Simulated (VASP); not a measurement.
The system is MnO.

```
Mn O
1.0
     0.00000    2.23864    2.23864
     2.23864    0.00000    2.23864
     2.23864    2.23864    0.00000
Mn O
1 1
Direct
  0.00000 0.00000 0.00000
  0.50000 0.50000 0.50000
```

Base run:

```yaml
Program: VASP 6.6.1
Functional: LDA
Potentials_or_basis: VASP PAW LDA potentials, release 64 (Mn_pv, O)
Cutoff: 520 eV
k_mesh: 10 × 10 × 10
Occupations: fermi-dirac, width 0.05 eV
Spin: collinear spin, ferromagnetic start
Starting_moments: "[4.0, 0.0] μB"
```

Its results: pressure -18.9 GPa; net moment 4.59 μB per cell; site moments Mn +4.17; O +0.19 μB.

**Question.** The run is repeated on the same cell with these changes: functional from LDA to PBEsol; potentials or basis from VASP PAW LDA potentials, release 64 (Mn_pv, O) to VASP PAW PBE potentials, release 64 (Mn_pv, O). What comes out?

**Answer.** Pressure -9.1 GPa; net moment 4.80 μB per cell; site moments Mn +4.35; O +0.20 μB.

Caveats: a cell with one magnetic atom can't hold antiferromagnetic order, which such compounds often take; the PAW data sets were made with another functional, which shifts forces and pressure a little (some runs).
